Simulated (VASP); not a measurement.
The system is Zr.

```xyz
1
Lattice="-1.8100 1.8100 1.8100 1.8100 -1.8100 1.8100 1.8100 1.8100 -1.8100" Properties=species:S:1:pos:R:3 pbc="T T T"
Zr    0.0000    0.0000    0.0000
```

This isn't the form of Zr at room conditions, which is hcp.

```yaml
Program: VASP 6.6.1
Task: relaxation of cell and atoms
Functional: PBEsol
Potentials_or_basis: VASP PAW PBE potentials, release 64 (Zr_sv)
Cutoff: 600 eV
k_mesh: 16 × 16 × 16
Occupations: gaussian, width 0.1 eV
Spin: no spin polarisation
```

At the start: pressure -6.7 GPa; volume 23.72 Å³/atom.

Problem. How do energy, volume and symmetry change on relaxing?

Solution. Over 6 steps the energy falls by 41.4 meV/atom and the volume is 21.85 Å³/atom (-7.9 %); space group Im-3m (No. 229, to 0.1 Å) before and after.

The path:
| step | energy change (eV) | largest force (eV/Å) | pressure (GPa) | volume (Å³) |
| --- | --- | --- | --- | --- |
| 1 | 0.0000 | 0.0000 | -6.72 | 23.72 |
| 2 | -0.0137 | 0.0000 | 6.62 | 20.46 |
| 3 | -0.0414 | 0.0000 | -0.04 | 21.87 |
| 4 | -0.0414 | 0.0000 | 0.09 | 21.83 |
| 5 | -0.0414 | 0.0000 | -0.06 | 21.87 |
| 6 | -0.0414 | 0.0000 | 0.00 | 21.85 |

Final structure:
```yaml
crystal:
  lattice:
    - [-1.76125, 1.76125, 1.76125]
    - [1.76125, -1.76125, 1.76125]
    - [1.76125, 1.76125, -1.76125]
  atoms:
    - { symbol: Zr, position: [0.00000, 0.00000, 0.00000] }
```

Caveat: the PAW data sets were made with another functional, which shifts forces and pressure a little.
